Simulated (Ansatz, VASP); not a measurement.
# One calculation of ZrC, two programs

The input INCAR:

```
SYSTEM = ZrC
PREC = Accurate
ENCUT = 520
EDIFF = 1E-8
ISMEAR = -1
SIGMA = 0.03
LREAL = .FALSE.
LASPH = .TRUE.
NELM = 100
ALGO = Normal
ISIF = 2
LWAVE = .FALSE.
LCHARG = .FALSE.
GGA = PE
LEFG = .TRUE.
NBANDS = 15
```

KPOINTS

```
Automatic mesh
0
G
  11 11 11
  0 0 0
```

POSCAR

```
ZrC
1.0
    0.0000000000      2.5703802416      2.5703802416
    2.5703802416      0.0000000000      2.5703802416
    2.5703802416      2.5703802416      0.0000000000
Zr C
1 1
Direct
    0.0000000000      0.0000000000      0.0000000000
    0.2500000000      0.2500000000      0.2500000000
```

Input for Ansatz:

```yaml
crystal:
  lattice:
    - [0.0, 2.5703802416, 2.5703802416]
    - [2.5703802416, 0.0, 2.5703802416]
    - [2.5703802416, 2.5703802416, 0.0]
  atoms:
    - { symbol: Zr, position: [0.0, 0.0, 0.0] }
    - { symbol: C, position: [0.25, 0.25, 0.25] }
kpoints:
  mp_grid: { grid: [11, 11, 11] }
scf:
  occupations: { method: fermi_dirac, width: 0.03 }
hamiltonian:
  xc: pbe
  pseudopotentials: { kind: paw }
output:
  forces: true
  stress: true
  eigenvalues: true
  efg: { contact_densities: true }
```

Change from the starting cell: volume scaled by 1.03, PAW files.

Alike in both runs: task electric field gradients; functional PBE; k mesh 11 × 11 × 11; occupations fermi-dirac, width 0.03 eV; no spin polarisation.

|  | VASP | Ansatz |
| --- | --- | --- |
| version | VASP 6.6.1 | Ansatz 0.2.0 |
| potentials or method | VASP PAW PBE potentials, release 64 (Zr_sv, C) | PAW with Ansatz's default frozen-core files, scalar-relativistic |
| plane-wave cutoff (eV) | 520 | 420 |
| valence electrons in the cell | 16 | 16 |

|  | VASP | Ansatz | Ansatz less VASP |
| --- | --- | --- | --- |
| pressure (GPa) | -4.0 | -4.1 | -0.12 |

With one functional, cell and mesh, what is left measures potentials, basis and numerics.
